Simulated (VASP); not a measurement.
Pb:

```
Pb
1.0
     0.00000    2.47500    2.47500
     2.47500    0.00000    2.47500
     2.47500    2.47500    0.00000
Pb
1
Cartesian
  0.0000 0.0000 0.0000
```

* Program: VASP 6.6.1
* Task: relaxation of cell and atoms
* Functional: PBE
* Potentials or basis: VASP PAW PBE potentials, release 64 (Pb_d)
* Cutoff: 600 eV
* k mesh: 14 × 14 × 14
* Occupations: gaussian, width 0.1 eV
* Spin: no spin polarisation

At the start: pressure 2.4 GPa; volume 30.32 Å³/atom.

How do energy, volume and symmetry change on relaxing?

Over 3 steps the energy falls by 12.2 meV/atom and the volume is 32.00 Å³/atom (+5.5 %); space group Fm-3m (No. 225, to 0.05 Å).

The path:
| step | energy change (eV) | largest force (eV/Å) | pressure (GPa) | volume (Å³) |
| --- | --- | --- | --- | --- |
| 1 | 0.0000 | 0.0000 | 2.44 | 30.32 |
| 2 | -0.0116 | 0.0000 | -0.47 | 32.39 |
| 3 | -0.0122 | 0.0000 | 0.01 | 32.00 |

Final structure:
```
Pb
1.0
     0.00000    2.51986    2.51986
     2.51986    0.00000    2.51986
     2.51986    2.51986    0.00000
Pb
1
Cartesian
  0.0000 0.0000 0.0000
```
